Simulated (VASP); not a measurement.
# Si30C (a cell with a defect) in VASP: notebook

Runs on Si30C (a cell with a defect). Level: PBE. Tasks: single point.

All numbers are computed with VASP 6.6.1; they aren't measurements. Logs are shortened: lines on timing, memory, paths and dates and some standing lists are left out, and cuts for length are marked.

## Step 1: The cell of the first run

The cell holds a defect, 31 atoms: a = 9.220 Å, b = 9.220 Å, c = 9.992 Å, α = 116.09°, β = 116.09°, γ = 92.69°.

## Step 2: Single point, PBE

Contents of INCAR:

```
  PREC = Accurate
  ENCUT = 520
  EDIFF = 1E-7
  ISMEAR = 0
  SIGMA = 0.02
  LREAL = Auto
  LASPH = True
  NELM = 60
  ALGO = Normal
  ISIF = 2
  LWAVE = False
  LCHARG = True
  GGA = PE
  LELF = True
  LVHAR = True
  NBANDS = 83
```

Contents of KPOINTS:

```
Automatic mesh
0
Gamma
  2 2 2
  0.5 0.5 0.5
```

Contents of POSCAR:

```
Si30C
1.0
   -5.7769209609      3.3353068718      6.3650226989
    5.7769209609     -3.3353068718      6.3650226989
    3.8512806405      6.6706137437     -6.3650226989
C Si
1 30
Direct
    0.1560406638     -0.1345742686      0.0564117536
    0.7389449350      0.5760551979      0.2490257725
    0.1146508476      0.4326804741      0.4897202153
    0.6121480848      0.9484752666      0.4972079764
    0.4897738076      0.3294890263      0.7505865666
    1.0136319016      0.8253876671      0.7936240823
    0.8737170252      0.1996514285      0.0034255293
    0.3278135482      0.7309020724      1.0148529333
    0.3218917442      0.4777669022      0.2480015407
    0.8285362607      0.9905226737      0.2455339882
    0.1992651662      0.8678043139      0.4978180931
    0.6867098167      0.3575203106      0.4927222748
    0.5694684972      0.7385772600      0.7501616509
    0.0752729964      0.2406281666      0.7515539691
    0.9818268657      0.6550394757      1.0088527130
    0.4450070411      0.1132051730      0.0033755439
    0.4029168382      0.2337436388      0.2469446634
    0.9289651624      0.7591240656      0.2450254033
    0.2989277263      0.6327144059      0.4965547600
    0.8049659407      0.1347702781      0.4979806849
    0.6913715917      0.5188313764      0.7590898872
    0.1748632897      0.0057247432      0.7519955789
    0.0530637772      0.3982044693      0.0003942849
    0.5452779909      0.8822240103      1.0021096455
    0.5003964125      0.6755907742      0.2443652145
    0.0412363535      0.1547205156      0.2411444535
    0.3723149643      0.0577368923      0.4772972498
    0.8869446466      0.5477625261      0.5026515807
    0.7640220624      0.9246841027      0.7525159453
    0.2591727656      0.4438253003      0.7608050867
    0.6359286798      0.2985012318      0.0015848487
```

Potentials or basis: VASP PAW PBE potentials, release 64 (C, Si).

Run with:

```sh
$ cat potpaw_PBE.64/C/POTCAR potpaw_PBE.64/Si/POTCAR > POTCAR
$ mpirun -np 1 vasp_std > vasp.out
```

OUTCAR:

```text
PREC = Accurate
   ENCUT = 520
   EDIFF = 1E-7
   ISMEAR = 0
   LREAL = Auto
   LASPH = True
   NELM = 60
   ISIF = 2
   GGA = PE

 ion  position               nearest neighbor table
   1  0.156  0.865  0.056-   8 2.13  15 2.19   6 2.20
   2  0.739  0.576  0.249-  31 2.39  18 2.40  25 2.41  28 2.43
   3  0.115  0.433  0.490-  30 2.39  19 2.41  28 2.42  26 2.44
   4  0.612  0.948  0.497-  25 2.38  20 2.41  29 2.43  27 2.44
   5  0.490  0.329  0.751-  31 2.43  21 2.44  30 2.44  27 2.46
   6  0.014  0.825  0.794-   1 2.20  29 2.45  22 2.46  28 2.56
   7  0.874  0.200  0.003-  29 2.38  31 2.41  23 2.43  26 2.43
   8  0.328  0.731  0.015-   1 2.13  25 2.44  24 2.47  30 2.52
   9  0.322  0.478  0.248-  19 2.37  23 2.38  17 2.40  25 2.42
  10  0.829  0.991  0.246-  18 2.36  20 2.40  24 2.40  26 2.45
  11  0.199  0.868  0.498-  18 2.37  19 2.39  22 2.41  27 2.45
  12  0.687  0.358  0.493-  20 2.38  21 2.39  17 2.40  28 2.42
  13  0.569  0.739  0.750-  19 2.37  21 2.38  24 2.39  29 2.41
  14  0.075  0.241  0.752-  20 2.37  23 2.37  22 2.39  30 2.41
  15  0.982  0.655  0.009-   1 2.19  18 2.41  21 2.46  23 2.46
  16  0.445  0.113  0.003-  24 2.36  22 2.36  31 2.41  17 2.41
  17  0.403  0.234  0.247-   9 2.40  12 2.40  16 2.41
  18  0.929  0.759  0.245-  10 2.36  11 2.37   2 2.40  15 2.41
  19  0.299  0.633  0.497-   9 2.37  13 2.37  11 2.39   3 2.41
  20  0.805  0.135  0.498-  14 2.37  12 2.38  10 2.40   4 2.41
  21  0.691  0.519  0.759-  13 2.38  12 2.39   5 2.44  15 2.46
  22  0.175  0.006  0.752-  16 2.36  14 2.39  11 2.41   6 2.46
  23  0.053  0.398  0.000-  14 2.37   9 2.38   7 2.43  15 2.46
  24  0.545  0.882  0.002-  16 2.36  13 2.39  10 2.40   8 2.47
  25  0.500  0.676  0.244-   4 2.38   2 2.41   9 2.42   8 2.44
  26  0.041  0.155  0.241-   7 2.43   3 2.44  10 2.45
  27  0.372  0.058  0.477-   4 2.44  11 2.45   5 2.46
  28  0.887  0.548  0.503-   3 2.42  12 2.42   2 2.43   6 2.56
  29  0.764  0.925  0.753-   7 2.38  13 2.41   4 2.43   6 2.45
  30  0.259  0.444  0.761-   3 2.39  14 2.41   5 2.44   8 2.52
  31  0.636  0.299  0.002-   2 2.39  16 2.41   7 2.41   5 2.43

  LATTYP: Found a face centered orthorhombic cell.
 ALAT       =    12.7300453978
 B/A-ratio  =     1.0480109906
 C/A-ratio  =     1.2101388550

  Lattice vectors:

 A1 = (   9.6282016014,   3.3353068719,   0.0000000000)
 A2 = (   3.8512806405,   6.6706137437,   6.3650226989)
 A3 = (   5.7769209609,  -3.3353068718,   6.3650226989)

Analysis of symmetry for initial positions (statically):
=====================================================================
 Subroutine PRICEL returns:
 Original cell was already a primitive cell.

 Routine SETGRP: Setting up the symmetry group for a
 face centered orthorhombic supercell.

 Subroutine GETGRP returns: Found  1 space group operations
 (whereof  1 operations were pure point group operations)
 out of a pool of  8 trial point group operations.

The static configuration has the point symmetry C_1 .

Analysis of symmetry for dynamics (positions and initial velocities):
=====================================================================
 Subroutine PRICEL returns:
 Original cell was already a primitive cell.

 Routine SETGRP: Setting up the symmetry group for a
 face centered orthorhombic supercell.

 Subroutine GETGRP returns: Found  1 space group operations
 (whereof  1 operations were pure point group operations)
 out of a pool of  8 trial point group operations.

The dynamic configuration has the point symmetry C_1 .

 Subroutine INISYM returns: Found  1 space group operations
 (whereof  1 operations are pure point group operations),
 and found     1 'primitive' translations

----------------------------------------------------------------------------------------

                                     Primitive cell

  volume of cell :     654.0801

  direct lattice vectors                    reciprocal lattice vectors
    -5.776920961  3.335306872  6.365022699    -0.032456736  0.093694527  0.078554315
     5.776920961 -3.335306872  6.365022699     0.097370209  0.018738905  0.078554315
     3.851280641  6.670613744 -6.365022699     0.064913473  0.112433432  0.000000000

  length of vectors
     9.220119396  9.220119396  9.992145127     0.126502508  0.126502508  0.129826945

  position of ions in fractional coordinates (direct lattice)
     0.156040664  0.865425731  0.056411754
     0.738944935  0.576055198  0.249025772
     0.114650848  0.432680474  0.489720215
     0.612148085  0.948475267  0.497207976
     0.489773808  0.329489026  0.750586567
     0.013631902  0.825387667  0.793624082
[... 23 lines left out ...]
     0.259172766  0.443825300  0.760805087
     0.635928680  0.298501232  0.001584849

  ion indices of the primitive-cell ions
   primitive index   ion index
                 1           1
                 2           2
                 3           3
                 4           4
                 5           5
                 6           6
[... 23 lines left out ...]
                30          30
                31          31

----------------------------------------------------------------------------------------

 KPOINTS: Automatic mesh

Automatic generation of k-mesh.
 Grid dimensions read from file:
 generate k-points for:    2    2    2

 Generating k-lattice:

  Cartesian coordinates                     Fractional coordinates (reciprocal lattice)
    -0.016228368  0.046847264  0.039277158     0.500000000  0.000000000 -0.000000000
     0.048685104  0.009369453  0.039277158     0.000000000  0.500000000  0.000000000
     0.032456736  0.056216716  0.000000000     0.000000000  0.000000000  0.500000000

  Length of vectors
     0.063251254  0.063251254  0.064913473

  Shift w.r.t. Gamma in fractional coordinates (k-lattice)
     0.500000000  0.500000000  0.500000000

 Subroutine IBZKPT returns following result:
 ===========================================

 Found      4 irreducible k-points:

 Following reciprocal coordinates:
            Coordinates               Weight
  0.250000  0.250000  0.250000      2.000000
 -0.250000  0.250000  0.250000      2.000000
 -0.250000  0.250000 -0.250000      2.000000
 -0.250000 -0.250000  0.250000      2.000000
   k-points           NKPTS =      4   k-points in BZ     NKDIM =      4   number of bands    NBANDS=     83
   number of dos      NEDOS =    301   number of ions     NIONS =     31
   total plane-waves  NPLWV = 392000
   dimension x,y,z NGX =    70 NGY =   70 NGZ =   80
   dimension x,y,z NGXF=   140 NGYF=  140 NGZF=  160
   ions per type =               1  30
   NGX,Y,Z   is equivalent  to a cutoff of  12.62, 12.62, 13.31 a.u.
   NGXF,Y,Z  is equivalent  to a cutoff of  25.24, 25.24, 26.62 a.u.
 SYSTEM =  unknown system
   PREC   = accura    normal or accurate (medium, high low for compatibility)
   ISTART =      0    job   : 0-new  1-cont  2-samecut
   ICHARG =      2    charge: 1-file 2-atom 10-const
   ISPIN  =      1    spin polarized calculation?
   LNONCOLLINEAR =      F non collinear calculations
   LSORBIT =      F    spin-orbit coupling
   LASPH  =      T    aspherical Exc in radial PAW
   ENCUT  =  520.0 eV  38.22 Ry    6.18 a.u.  17.14 17.14 18.58*2*pi/ulx,y,z
   NELM   =     60;   NELMIN=  2; NELMDL= -5     # of ELM steps
   EDIFF  = 0.1E-06   stopping-criterion for ELM
   LREAL  =      T    real-space projection
   EDIFFG = 0.1E-05   stopping-criterion for IOM
   NSW    =      0    number of steps for IOM
   IBRION =     -1    ionic relax: 0-MD 1-quasi-New 2-CG
   NFREE  =      0    steps in history (QN), initial steepest desc. (CG)
   ISIF   =      2    stress and relaxation
   ISYM   =      2    0-nonsym 1-usesym 2-fastsym
   POTIM  = 0.5000    time-step for ionic-motion
   TEBEG  =    0.0;   TEEND  =   0.0 temperature during run
   PSTRESS=    0.0 pullay stress
   NELECT =     124.0000    total number of electrons
   NUPDOWN=      -1.0000    fix difference up-down
   EMIN   =  10.00;   EMAX   =-10.00  energy-range for DOS
   EFERMI =   0.00;   METHOD = LEGACY
   ISMEAR =     0;   SIGMA  =   0.02  broadening in eV -4-tet -1-fermi 0-gaus
   EFERMI_NEDOS =   21; number of points for ismear=-14 and -15
   IALGO  =     38    algorithm
   IMIX   =      4    mixing-type and parameters
     AMIX     =   0.40;   BMIX     =  1.00
     AMIX_MAG =   1.60;   BMIX_MAG =  1.00
  volume/ion in A,a.u.               =      21.10       142.39
  Fermi-wavevector in a.u.,A,eV,Ry     =   0.940456  1.777204 12.033771  0.884457
  Thomas-Fermi vector in A             =   2.067869
   LORBIT       =      0    0 simple, 1 ext, 2 COOP (PROOUT), +10 PAW based schemes
   GGA     = PE    functional components
   LHFCALC =     F    Hartree Fock is set to
   AEXX    =    0.0000 exact exchange contribution
   IVDW    =     0    specifies the selected vdW correction
   LEPSILON=     F    determine dielectric tensor
   LRPA    =     F    only Hartree local field effects (RPA)
 non-spin polarized calculation
 Gauss-broadening in eV      SIGMA  =   0.02
  energy-cutoff  :      520.00
  volume of cell :      654.08
 maximum number of plane-waves:     17670
 NGX is ok and might be reduce to    70
   NGX = 35   NGY = 35   NGZ = 37

 number of electron     123.9999999 magnetization

 Free energy of the ion-electron system (eV)
  ---------------------------------------------------
  ext. energy  EPLUGINS =         0.00000000
  ---------------------------------------------------
  free energy    TOTEN  =      -164.64820293 eV

  energy without entropy =     -164.64814176  energy(sigma->0) =     -164.64817234

 E-fermi :   5.1549     XC(G=0):  -9.2123

 val. band max:        5.1123304260   @ k =  -0.2500  -0.2500   0.2500
 cond. band min:       5.1974125146   @ k =   0.2500   0.2500   0.2500
 fundamental gap:      0.0850820887
 Fermi energy:         5.1548714702

 k-point     1 :       0.2500    0.2500    0.2500
  band No.  band energies     occupation
      1      -6.2386      2.00000
      2      -5.6857      2.00000
      3      -5.6241      2.00000
      4      -5.5361      2.00000
      5      -4.8603      2.00000
      6      -4.3202      2.00000
[... 66 lines left out ...]
     73       7.3262      0.00000
     74       7.4690      0.00000
[... 229 lines left out ...]
     73       7.5040      0.00000
     74       7.6234      0.00000
 [bands above 74 left out]

------------------------ aborting loop because EDIFF is reached ----------------------------------------

  FORCE on cell =-STRESS in cart. coord.  units (eV):
  Direction    XX          YY          ZZ          XY          YZ          ZX
  --------------------------------------------------------------------------------------
  -------------------------------------------------------------------------------------
  Total      -22.6027437    -21.3492143    -21.9512878      3.0097088      0.8489348      1.8994051
  in kB      -55.3657051    -52.2951689    -53.7699555      7.3723196      2.0794764      4.6526166
  external PRESSURE =     -53.8102765 kB  Pullay stress =       0.0000000 kB

 VOLUME and BASIS-vectors are now :
 -----------------------------------------------------------------------------
  energy-cutoff  :      520.00
  volume of cell :      654.08
      direct lattice vectors                 reciprocal lattice vectors
    -5.776920961  3.335306872  6.365022699    -0.032456736  0.093694527  0.078554315
     5.776920961 -3.335306872  6.365022699     0.097370209  0.018738905  0.078554315
     3.851280641  6.670613744 -6.365022699     0.064913473  0.112433432  0.000000000

 POSITION                                       TOTAL-FORCE (eV/Angst)
 -----------------------------------------------------------------------------------
      4.31532     -1.98972      6.14259        -2.522682     -1.646923     -1.133199
      0.01807      2.20444      6.78495         0.040144      0.024734      0.015349
      3.72328      2.20601      0.36670         0.141114      0.008310      0.026418
      3.85782      2.19493      6.76866         0.013661      0.018936      0.016850
      1.96477      5.54147      0.43713         0.076715      0.095887      0.033400
      7.74592      2.58651      0.28894         0.125199      0.449376     -0.081318
[... 23 lines left out ...]
      3.99680      4.45916     -0.36794         0.055924      0.027780      0.015545
     -1.94319      1.13600      5.93758         0.070226      0.064750     -0.010407
 -----------------------------------------------------------------------------------
    total drift:                                0.001131      0.002158      0.002810

  FREE ENERGIE OF THE ION-ELECTRON SYSTEM (eV)
  ---------------------------------------------------
  free  energy   TOTEN  =      -164.6482029258 eV

  energy  without entropy=     -164.6481417578  energy(sigma->0) =     -164.64817234
```

Wall time 7.8 min (1 thread of Intel Xeon Platinum 8488C (Sapphire Rapids), shared host); peak memory 0.77 GiB.

What came out:

```yaml
Free_energy: -164.6482 eV
Pressure: -5.4 GPa
Largest_force: 3.219 eV/Å
Band_gap_on_the_k_mesh: 0.09 eV
```

Forces in eV/Å, atoms in the order of the input:
```
C   -2.523 -1.647 -1.133
Si   0.040  0.025  0.015
Si   0.141  0.008  0.026
Si   0.014  0.019  0.017
Si   0.077  0.096  0.033
Si   0.125  0.449 -0.081
Si   0.039  0.008  0.055
Si   0.221 -0.092 -0.056
Si   0.060 -0.005  0.065
Si   0.005  0.013  0.021
Si   0.061  0.024  0.022
Si   0.050  0.092  0.064
Si   0.025  0.010  0.017
Si   0.009  0.015  0.001
Si   0.086  0.042  0.364
Si   0.044  0.039 -0.059
Si   0.254  0.148  0.280
Si  -0.013 -0.001  0.034
Si   0.035 -0.001  0.023
Si   0.016  0.007  0.015
Si   0.041  0.056  0.060
Si   0.024  0.038 -0.047
Si   0.041 -0.003  0.064
Si   0.022 -0.014 -0.012
Si   0.057 -0.041  0.041
Si   0.497  0.080  0.057
Si   0.311  0.394  0.057
Si   0.114  0.069  0.039
Si  -0.001  0.078  0.014
Si   0.056  0.028  0.016
Si   0.070  0.065 -0.010
```

Stress tensor (GPa, compression positive):
```
-5.54  0.74  0.47
 0.74 -5.23  0.21
 0.47  0.21 -5.38
```

Levels at points of the mesh, in eV from the valence-band top:
```tsv
k point	band 58	band 59	band 60	band 61	band 62	band 63	band 64	band 65	band 66	band 67
(0.25, 0.25, 0.25)	-0.96	-0.90	-0.76	-0.64	-0.43	0.09	0.22	0.98	1.08	1.21
```

(Part 1 of 2 ends here.)
